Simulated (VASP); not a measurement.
# Ga (P2_1/m) in VASP: single point with PBEsol

Aim: the single point of Ga with PBEsol.

Everything below comes from runs of VASP 6.6.1. Logs are shortened: lines on timing, memory, paths and dates and some standing lists are left out, and cuts for length are marked.

## 1. The cell of the first run

Symmetry: P2_1/m, No. 11, monoclinic system. The conventional cell has a = 2.900 Å, b = 3.170 Å, c = 4.316 Å, α = 90.00°, β = 109.63°, γ = 90.00°. Within 3.4 Å of Ga (site symmetry m) lie 10 Ga at 2.60 to 3.17 Å.

## 2. Single point, PBEsol (atom 1 (Ga) moved by (-0.100, -0.100) A along x and y)

INCAR reads:

```
SYSTEM = Ga
PREC     = Accurate       ! precision mode
ENCUT    = 520            ! plane-wave cutoff, eV
EDIFF    = 1E-6           ! SCF threshold, eV
ISMEAR   = 0              ! smearing method
SIGMA    = 0.15           ! smearing width, eV
LREAL    = .FALSE.        ! projectors in reciprocal space
LASPH    = .TRUE.         ! aspherical terms in the spheres
NELM     = 80             ! most SCF steps
ALGO     = Fast           ! electronic algorithm
ISIF     = 2              ! what is computed and relaxed
LWAVE    = .FALSE.        ! write WAVECAR
LCHARG   = .TRUE.         ! write CHGCAR
GGA      = PS             ! functional
LELF     = .TRUE.         ! ELF
LVHAR    = .TRUE.       
NBANDS   = 20             ! bands
```

KPOINTS reads:

```
Automatic mesh
0
G
  18 18 16
  0 0 0
```

POSCAR reads:

```
Ga
1.0
    1.4500000000     -4.0650000000      0.0000000000
    1.4500000000      4.0650000000      0.0000000000
    0.0000000000      0.0000000000      3.1700000000
Ga
2
Direct
    0.8448173644      0.0862171184      0.2500000000
    0.1330000000      0.8670000000      0.7500000000
```

Potentials or basis: VASP PAW PBE potentials, release 64 (Ga_d).

Launch:

```bash
$ cat potpaw_PBE.64/Ga_d/POTCAR > POTCAR
$ mpirun -np 1 vasp_std > vasp.out
```

OUTCAR:

```text
SYSTEM = Ga
   PREC = Accurate
   ENCUT = 520
   EDIFF = 1E-6
   ISMEAR = 0
   LREAL = .FALSE.
   LASPH = .TRUE.
   NELM = 80
   ISIF = 2
   GGA = PS

 ion  position               nearest neighbor table
   1  0.845  0.086  0.250-   2 2.60   2 2.60   2 2.89   2 2.89
   2  0.133  0.867  0.750-   1 2.60   1 2.60   1 2.89   1 2.89

  LATTYP: Found a base centered orthorhombic cell.
 ALAT       =     2.9000000000
 B/A-ratio  =     2.8034482759
 C/A-ratio  =     1.0931034483

  Lattice vectors:

 A1 = (   1.4500000000,  -4.0650000000,   0.0000000000)
 A2 = (   1.4500000000,   4.0650000000,   0.0000000000)
 A3 = (   0.0000000000,   0.0000000000,   3.1700000000)

Analysis of symmetry for initial positions (statically):
=====================================================================
 Subroutine PRICEL returns:
 Original cell was already a primitive cell.

 Routine SETGRP: Setting up the symmetry group for a
 base centered orthorhombic supercell.

 Subroutine GETGRP returns: Found  4 space group operations
 (whereof  1 operations were pure point group operations)
 out of a pool of  8 trial point group operations.

The static configuration has the point symmetry C_1 .
 The point group associated with its full space group is C_2h.

Analysis of symmetry for dynamics (positions and initial velocities):
=====================================================================
 Subroutine PRICEL returns:
 Original cell was already a primitive cell.

 Routine SETGRP: Setting up the symmetry group for a
 base centered orthorhombic supercell.

 Subroutine GETGRP returns: Found  4 space group operations
 (whereof  1 operations were pure point group operations)
 out of a pool of  8 trial point group operations.

The dynamic configuration has the point symmetry C_1 .
 The point group associated with its full space group is C_2h.

 Subroutine INISYM returns: Found  4 space group operations
 (whereof  1 operations are pure point group operations),
 and found     1 'primitive' translations

----------------------------------------------------------------------------------------

                                     Primitive cell

  volume of cell :      37.3695

  direct lattice vectors                    reciprocal lattice vectors
     1.450000000 -4.065000000  0.000000000     0.344827586 -0.123001230  0.000000000
     1.450000000  4.065000000  0.000000000     0.344827586  0.123001230  0.000000000
     0.000000000  0.000000000  3.170000000     0.000000000  0.000000000  0.315457413

  length of vectors
     4.315868974  4.315868974  3.170000000     0.366108409  0.366108409  0.315457413

  position of ions in fractional coordinates (direct lattice)
     0.844817364  0.086217118  0.250000000
     0.133000000  0.867000000  0.750000000

  ion indices of the primitive-cell ions
   primitive index   ion index
                 1           1
                 2           2

----------------------------------------------------------------------------------------

 KPOINTS: Automatic mesh

Automatic generation of k-mesh.
 Grid dimensions read from file:
 generate k-points for:   18   18   16

 Generating k-lattice:

  Cartesian coordinates                     Fractional coordinates (reciprocal lattice)
     0.019157088 -0.006833402  0.000000000     0.055555556  0.000000000  0.000000000
     0.019157088  0.006833402  0.000000000     0.000000000  0.055555556  0.000000000
     0.000000000  0.000000000  0.019716088     0.000000000  0.000000000  0.062500000

  Length of vectors
     0.020339356  0.020339356  0.019716088

  Shift w.r.t. Gamma in fractional coordinates (k-lattice)
     0.000000000  0.000000000  0.000000000

 Subroutine IBZKPT returns following result:
 ===========================================

 Found   1476 irreducible k-points:

 Following reciprocal coordinates:
            Coordinates               Weight
  0.000000  0.000000  0.000000      1.000000
  0.055556 -0.000000  0.000000      2.000000
 -0.000000  0.055556  0.000000      2.000000
  0.111111 -0.000000  0.000000      2.000000
 -0.000000  0.111111  0.000000      2.000000
  0.166667 -0.000000  0.000000      2.000000
[... 16 lines left out ...]
  0.166667  0.055556  0.000000      2.000000
  0.055556  0.166667  0.000000      2.000000
 [... further k-points ...]
   k-points           NKPTS =   1476   k-points in BZ     NKDIM =   1476   number of bands    NBANDS=     20
   number of dos      NEDOS =    301   number of ions     NIONS =      2
   total plane-waves  NPLWV =  24576
   dimension x,y,z NGX =    32 NGY =   32 NGZ =   24
   dimension x,y,z NGXF=    64 NGYF=   64 NGZF=   48
   ions per type =               2
   NGX,Y,Z   is equivalent  to a cutoff of  12.33, 12.33, 12.59 a.u.
   NGXF,Y,Z  is equivalent  to a cutoff of  24.65, 24.65, 25.17 a.u.
 SYSTEM =  Ga
   PREC   = accura    normal or accurate (medium, high low for compatibility)
   ISTART =      0    job   : 0-new  1-cont  2-samecut
   ICHARG =      2    charge: 1-file 2-atom 10-const
   ISPIN  =      1    spin polarized calculation?
   LNONCOLLINEAR =      F non collinear calculations
   LSORBIT =      F    spin-orbit coupling
   LASPH  =      T    aspherical Exc in radial PAW
   ENCUT  =  520.0 eV  38.22 Ry    6.18 a.u.   8.02  8.02  5.89*2*pi/ulx,y,z
   NELM   =     80;   NELMIN=  2; NELMDL= -5     # of ELM steps
   EDIFF  = 0.1E-05   stopping-criterion for ELM
   LREAL  =      F    real-space projection
   EDIFFG = 0.1E-04   stopping-criterion for IOM
   NSW    =      0    number of steps for IOM
   IBRION =     -1    ionic relax: 0-MD 1-quasi-New 2-CG
   NFREE  =      0    steps in history (QN), initial steepest desc. (CG)
   ISIF   =      2    stress and relaxation
   ISYM   =      2    0-nonsym 1-usesym 2-fastsym
   POTIM  = 0.5000    time-step for ionic-motion
   TEBEG  =    0.0;   TEEND  =   0.0 temperature during run
   PSTRESS=    0.0 pullay stress
   NELECT =      26.0000    total number of electrons
   NUPDOWN=      -1.0000    fix difference up-down
   EMIN   =  10.00;   EMAX   =-10.00  energy-range for DOS
   EFERMI =   0.00;   METHOD = LEGACY
   ISMEAR =     0;   SIGMA  =   0.15  broadening in eV -4-tet -1-fermi 0-gaus
   EFERMI_NEDOS =   21; number of points for ismear=-14 and -15
   IALGO  =     68    algorithm
   IMIX   =      4    mixing-type and parameters
     AMIX     =   0.40;   BMIX     =  1.00
     AMIX_MAG =   1.60;   BMIX_MAG =  1.00
  volume/ion in A,a.u.               =      18.68       126.09
  Fermi-wavevector in a.u.,A,eV,Ry     =   1.450641  2.741314 28.631555  2.104360
  Thomas-Fermi vector in A             =   2.568230
   LORBIT       =      0    0 simple, 1 ext, 2 COOP (PROOUT), +10 PAW based schemes
   GGA     = PS    functional components
   LHFCALC =     F    Hartree Fock is set to
   AEXX    =    0.0000 exact exchange contribution
   IVDW    =     0    specifies the selected vdW correction
   LEPSILON=     F    determine dielectric tensor
   LRPA    =     F    only Hartree local field effects (RPA)
 non-spin polarized calculation
 RMM-DIIS sequential band-by-band and
 Gauss-broadening in eV      SIGMA  =   0.15
  energy-cutoff  :      520.00
  volume of cell :       37.37
 maximum number of plane-waves:      1027
   NGX = 17   NGY = 17   NGZ = 11

 number of electron      25.9999992 magnetization

 Free energy of the ion-electron system (eV)
  ---------------------------------------------------
  ext. energy  EPLUGINS =         0.00000000
  ---------------------------------------------------
  free energy    TOTEN  =        -6.61523518 eV

  energy without entropy =       -6.60639772  energy(sigma->0) =       -6.61081645

 E-fermi :   5.4767     XC(G=0): -11.1583

 val. band max:        5.4765658364   @ k =   0.1111   0.2222  -0.1875
 cond. band min:       5.4781281218   @ k =   0.1667   0.4444  -0.3125
 fundamental gap:      0.0015622853
 Fermi energy:         5.4766542383

 k-point     1 :       0.0000    0.0000    0.0000
  band No.  band energies     occupation
      1      -9.6592      2.00000
      2      -9.6590      2.00000
      3      -9.5881      2.00000
      4      -9.5191      2.00000
      5      -9.3196      2.00000
      6      -9.3194      2.00000
[... 12 lines left out ...]
     19      16.7258      0.00000
     20      17.0300      0.00000

 k-point     2 :       0.0556   -0.0000    0.0000
  band No.  band energies     occupation
      1      -9.6564      2.00000
      2      -9.6561      2.00000
      3      -9.5839      2.00000
      4      -9.5095      2.00000
      5      -9.3344      2.00000
      6      -9.3136      2.00000
[... 12 lines left out ...]
     19      16.8888      0.00000
     20      17.8933      0.00000

 k-point     3 :      -0.0000    0.0556    0.0000
  band No.  band energies     occupation
      1      -9.6573      2.00000
      2      -9.6565      2.00000
      3      -9.5844      2.00000
      4      -9.5097      2.00000
      5      -9.3324      2.00000
      6      -9.3166      2.00000
[... 12 lines left out ...]
     19      16.8414      0.00000
     20      17.9381      0.00000

 k-point     4 :       0.1111   -0.0000    0.0000
  band No.  band energies     occupation
      1      -9.6489      2.00000
      2      -9.6472      2.00000
      3      -9.5717      2.00000
      4      -9.4828      2.00000
      5      -9.3555      2.00000
      6      -9.3272      2.00000
[... 12 lines left out ...]
     19      17.5692      0.00000
     20      19.2727      0.00000

 k-point     5 :      -0.0000    0.1111    0.0000
  band No.  band energies     occupation
      1      -9.6525      2.00000
      2      -9.6489      2.00000
      3      -9.5736      2.00000
      4      -9.4843      2.00000
      5      -9.3504      2.00000
      6      -9.3331      2.00000
[... 12 lines left out ...]
     19      17.5053      0.00000
     20      19.3544      0.00000
[... 353 lines left out ...]
      6      -9.3347      2.00000
[... 12 lines left out ...]
     19      18.0344      0.00000
     20      20.6480      0.00000

 k-point    22 :       0.0556    0.1111    0.0000
  band No.  band energies     occupation
      1      -9.6484      2.00000
      2      -9.6408      2.00000
      3      -9.5487      2.00000
      4      -9.4586      2.00000
      5      -9.3577      2.00000
      6      -9.3433      2.00000
[... 12 lines left out ...]
     19      18.0081      0.00000
     20      20.6126      0.00000

 k-point    23 :       0.1667    0.0556    0.0000
  band No.  band energies     occupation
      1      -9.6339      2.00000
      2      -9.6243      2.00000
      3      -9.5278      2.00000
      4      -9.4195      2.00000
      5      -9.3899      2.00000
      6      -9.3569      2.00000
[... 12 lines left out ...]
     19      18.2578      0.00000
     20      21.1312      0.00000

 k-point    24 :       0.0556    0.1667    0.0000
  band No.  band energies     occupation
      1      -9.6411      2.00000
      2      -9.6279      2.00000
      3      -9.5308      2.00000
      4      -9.4421      2.00000
      5      -9.3686      2.00000
      6      -9.3596      2.00000
[... 12 lines left out ...]
     19      18.2114      0.00000
     20      21.0580      0.00000

 [... further k-points ...]

------------------------ aborting loop because EDIFF is reached ----------------------------------------

  FORCE on cell =-STRESS in cart. coord.  units (eV):
  Direction    XX          YY          ZZ          XY          YZ          ZX
  --------------------------------------------------------------------------------------
  -------------------------------------------------------------------------------------
  Total       -1.1029896      0.0923289      0.0777042     -0.0472886      0.0000000      0.0000000
  in kB      -47.2894428      3.9584980      3.3314805     -2.0274449      0.0000000      0.0000000
  external PRESSURE =     -13.3331548 kB  Pullay stress =       0.0000000 kB

 VOLUME and BASIS-vectors are now :
 -----------------------------------------------------------------------------
  energy-cutoff  :      520.00
  volume of cell :       37.37
      direct lattice vectors                 reciprocal lattice vectors
     1.450000000 -4.065000000  0.000000000     0.344827586 -0.123001230  0.000000000
     1.450000000  4.065000000  0.000000000     0.344827586  0.123001230  0.000000000
     0.000000000  0.000000000  3.170000000     0.000000000  0.000000000  0.315457413

 POSITION                                       TOTAL-FORCE (eV/Angst)
 -----------------------------------------------------------------------------------
      1.35000     -3.08371      0.79250        -0.011929      0.647443     -0.000000
      1.45000      2.98371      2.37750         0.011929     -0.647443      0.000000
 -----------------------------------------------------------------------------------
    total drift:                                0.000003     -0.000009      0.000000

  FREE ENERGIE OF THE ION-ELECTRON SYSTEM (eV)
  ---------------------------------------------------
  free  energy   TOTEN  =        -6.6152351788 eV

  energy  without entropy=       -6.6063977238  energy(sigma->0) =       -6.61081645
```

It took 6.2 min on 1 thread of Intel Xeon 6975P-C (Granite Rapids), shared host; peak memory 0.88 GiB.

What came out:

- Free energy: -6.6152 eV
- Pressure: -1.3 GPa
- Largest force: 0.648 eV/Å
- Band gap on the k mesh: zero (bands 13 and 14 overlap by 9.82 eV)

Forces in eV/Å, atoms in the order of the input:
```
Ga  -0.012  0.647  0.000
Ga   0.012 -0.647  0.000
```

Stress tensor (GPa, compression positive):
```
-4.73 -0.20  0.00
-0.20  0.40  0.00
 0.00  0.00  0.33
```

Caveat: the cell differs from its parent crystal (atom 1 (Ga) moved by (-0.100, -0.100) A along x and y); the PAW data sets were made with another functional, which shifts forces and pressure a little.
